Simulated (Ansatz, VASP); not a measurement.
## One calculation of BN, two programs

```
B N
1.0
     0.00000    1.81235    1.75798
     1.81235    0.00000    1.75798
     1.81235    1.81235    0.00000
B N
1 1
Direct
  0.00000 0.00000 0.00000
  0.75000 0.75000 0.75000
```

Change from the starting cell: strain -0.0300 x Voigt [0, 0, 1, 0, 0, 0], atoms carried along.

Alike in both runs: task single point; functional PBE; k mesh 12 × 12 × 12; occupations gaussian, width 0.05 eV; no spin polarisation.

|  | VASP | Ansatz |
| --- | --- | --- |
| version | VASP 6.6.1 | Ansatz 0.2.0 |
| potentials or method | VASP PAW PBE potentials, release 64 (B, N), cutoff 520 eV | scalar-relativistic, plane waves, PAW |
| valence electrons in the cell | 8 | 8 |

|  | VASP | Ansatz | Ansatz less VASP |
| --- | --- | --- | --- |
| gap on the k mesh at the Fermi level (eV) | 3.94 | 3.95 | +0.011 |
| least direct gap on the mesh (eV) | 8.60 | 8.61 | +0.010 |
| pressure (GPa) | 12.3 | 11.9 | -0.34 |
| traceless stress, the component that is largest in VASP (GPa) | 12.20 | 12.20 | -0.004 |

With one functional, cell and mesh, what is left measures potentials, basis and numerics.
